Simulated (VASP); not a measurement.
**Ru: relaxation of cell and atoms with PBE**

The system is Ru.

```
CELL_PARAMETERS angstrom
-1.52665 1.52665 1.52665
1.52665 -1.52665 1.52665
1.52665 1.52665 -1.52665
ATOMIC_POSITIONS crystal
Ru 0.00000 0.00000 0.00000
```

This isn't the form of Ru at room conditions, which is hcp.

```
Program                : VASP 6.6.1
Task                   : relaxation of cell and atoms
Functional             : PBE
Potentials or basis    : VASP PAW PBE potentials, release 64 (Ru_pv)
Cutoff                 : 600 eV
k mesh                 : 19 × 19 × 19
Occupations            : fermi-dirac, width 0.05 eV
Spin                   : no spin polarisation
Dipole correction      : no
Further INCAR settings : ALGO = Normal; EDIFF = 1e-06; IBRION = 2; EDIFFG = -0.01; NSW = 80; ISIF = 3
```

```json
{
 "Relaxed volume": "14.23 Å³/atom",
 "Relaxed cell": "a = 2.644 Å, b = 2.644 Å, c = 2.644 Å, α = 109.47°, β = 109.47°, γ = 109.47°",
 "Space group after relaxing (to 0.1 Å)": "Im-3m (No. 229)",
 "Energy gained by relaxing": "0.0 meV/atom",
 "Ionic steps": "3",
 "Pressure after relaxing": "0.1 GPa",
 "Band gap on the k mesh": "zero (bands 7 and 8 overlap by 3.49 eV)"
}
```

Final structure:
```cif
data_structure
_symmetry_space_group_name_H-M 'P 1'
_symmetry_Int_Tables_number 1
_cell_length_a 2.6439
_cell_length_b 2.6439
_cell_length_c 2.6439
_cell_angle_alpha 109.471
_cell_angle_beta 109.471
_cell_angle_gamma 109.471
_cell_volume 14.23
loop_
_atom_site_label
_atom_site_type_symbol
_atom_site_fract_x
_atom_site_fract_y
_atom_site_fract_z
_atom_site_occupancy
Ru1 Ru 0.00000 0.00000 0.00000 1
```

Levels at points of the mesh, in eV from the Fermi level:
| k point | band 3 | band 4 | band 5 | band 6 | band 7 | band 8 | band 9 | band 10 | band 11 |
| --- | --- | --- | --- | --- | --- | --- | --- | --- | --- |
| (0.00, 0.00, 0.00) | -42.57 | -7.88 | -2.74 | -2.74 | -2.74 | -0.10 | -0.10 | 10.56 | 17.12 |

It took 34 s on 1 thread of Intel(R) Xeon(R) Platinum 8488C (Sapphire Rapids), with other jobs on the host, peak memory 0.17 GiB.
